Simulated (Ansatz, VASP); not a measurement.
# One calculation of ZrBiSe3, two programs

INCAR

```
PREC = Accurate
ENCUT = 600
EDIFF = 1E-6
ISMEAR = 0
SIGMA = 0.1
LREAL = False
LASPH = True
NELM = 100
ALGO = Fast
ISIF = 3
LWAVE = False
LCHARG = False
GGA = PE
IVDW = 12
IBRION = 2
NSW = 100
EDIFFG = -0.01
```

Contents of KPOINTS:

```
regular mesh
0
Gamma
  12 12 4
```

File POSCAR:

```
ZrBiSe3
1.0
    3.6118404465      0.0000000000      0.0000000000
   -1.8059202233      3.1279455811      0.0000000000
    0.0000000000      0.0000000000     12.1115032478
Zr Bi Se
1 1 3
Direct
    0.6666666667      0.3333333333      0.3841555933
    0.0000000000      0.0000000000      0.7982768593
    0.0000000000      0.0000000000      0.0109714185
    0.3333333333      0.6666666667      0.2481686616
    0.0000000000      0.0000000000      0.5224602673
```

Input for Ansatz:

```yaml
crystal:
  lattice:
    - [3.6118404465, 0.0, 0.0]
    - [-1.8059202233, 3.1279455811, 0.0]
    - [0.0, 0.0, 12.1115032478]
  atoms:
    - { symbol: Zr, position: [0.6666666667, 0.3333333333, 0.3841555933] }
    - { symbol: Bi, position: [0.0, 0.0, 0.7982768593] }
    - { symbol: Se, position: [0.0, 0.0, 0.0109714185] }
    - { symbol: Se, position: [0.3333333333, 0.6666666667, 0.2481686616] }
    - { symbol: Se, position: [0.0, 0.0, 0.5224602673] }
basis:
  ecutwfc: 420
kpoints:
  mp_grid: { grid: [12, 12, 4] }
hamiltonian:
  xc: pbe
  dispersion: d3bj
scf:
  occupations: { method: gaussian, width: 0.1 }
output:
  forces: true
  stress: true
  eigenvalues: true
relax:
  adjacent_minimum: "off"
  f_tol: 0.01
  max_steps: 80
  cell: { stress_tol: 0.05 }
```

Alike in both runs: task relaxation of cell and atoms; functional PBE; dispersion D3(BJ); k mesh 12 × 12 × 4; occupations gaussian, width 0.1 eV; no spin polarisation.

|  | VASP | Ansatz |
| --- | --- | --- |
| version | VASP 6.6.1 | Ansatz 0.2.0 |
| potentials or method | VASP PAW PBE potentials, release 64 (Zr_sv, Bi_d, Se), cutoff 600 eV | scalar-relativistic, plane waves, PAW |
| valence electrons in the cell | 45 | 75 |

|  | VASP | Ansatz | Ansatz less VASP |
| --- | --- | --- | --- |
| gap on the k mesh at the Fermi level, each at its own relaxed structure (eV) | none | none | - |
| relaxed volume (Å³/atom) | 27.24 | 27.22 | -0.024 |
| relaxed length of the cell vector where the two differ most in proportion (Å) | 3.596 | 3.594 | -0.0011 |

A gap of «none» marks a metal or a gap that the smearing closes. VASP's potentials hold 45 valence electrons a cell and Ansatz's 75, so a difference there can come from the potentials and not from the codes.

Spin-orbit coupling is off throughout.
